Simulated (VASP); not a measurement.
**Mo2HS2: single point with PBEsol**

The system is Mo2HS2, a slab with vacuum.

```xyz
5
Lattice="3.1415 0.0000 0.0000 -1.5708 2.7206 0.0000 0.0000 0.0000 36.3373" Properties=species:S:1:pos:R:3 pbc="T T T"
Mo    0.0000    0.0000    8.5000
Mo    0.0000    0.0000   25.8007
S     0.0000    1.8137   10.0581
S     0.0000    1.8137   24.3061
H    -0.5236    0.9069   27.2088
```

```yaml
Program: VASP 6.6.1
Task: single point
Functional: PBEsol
Potentials_or_basis: VASP PAW PBE potentials, release 64 (Mo_sv, S, H)
Cutoff: 520 eV
k_mesh: 9 × 9 × 1
Occupations: gaussian, width 0.05 eV
Spin: collinear spin
Starting_moments: "[0.0, 0.0, 0.0, 0.0, 1.0] μB"
```

The largest force is 1.061 eV/Å, the net moment is 0.00 μB per cell and the valence electrons inside the program's atomic spheres are Mo 12.25, 12.38; S 3.64, 3.68; H 0.51.

Forces in eV/Å, atoms in the order of the input:
```
Mo   0.000  0.000  1.061
Mo  -0.128 -0.615  0.423
S    0.000  0.000 -1.061
S    0.569 -0.228 -0.428
H   -0.441  0.843  0.005
```

Levels at points of the mesh, in eV from the Fermi level:
Spin up:
```
           k point  band 18  band 19  band 20  band 21  band 22  band 23
(0.00, 0.00, 0.00)    -0.72    -0.45    -0.30     0.03     0.11     0.13
```
Spin down:
```tsv
k point	band 17	band 18	band 19	band 20	band 21	band 22	band 23	band 24
(0.00, 0.00, 0.00)	-2.40	-0.72	-0.45	-0.30	0.03	0.11	0.13	0.13
```

It took 35 min on 4 MPI ranks on Oxide Virtual Turin-like Processor, with other jobs on the host, peak memory 0.94 GiB a rank.

Caveat: the PAW data sets were made with another functional, which shifts forces and pressure a little.
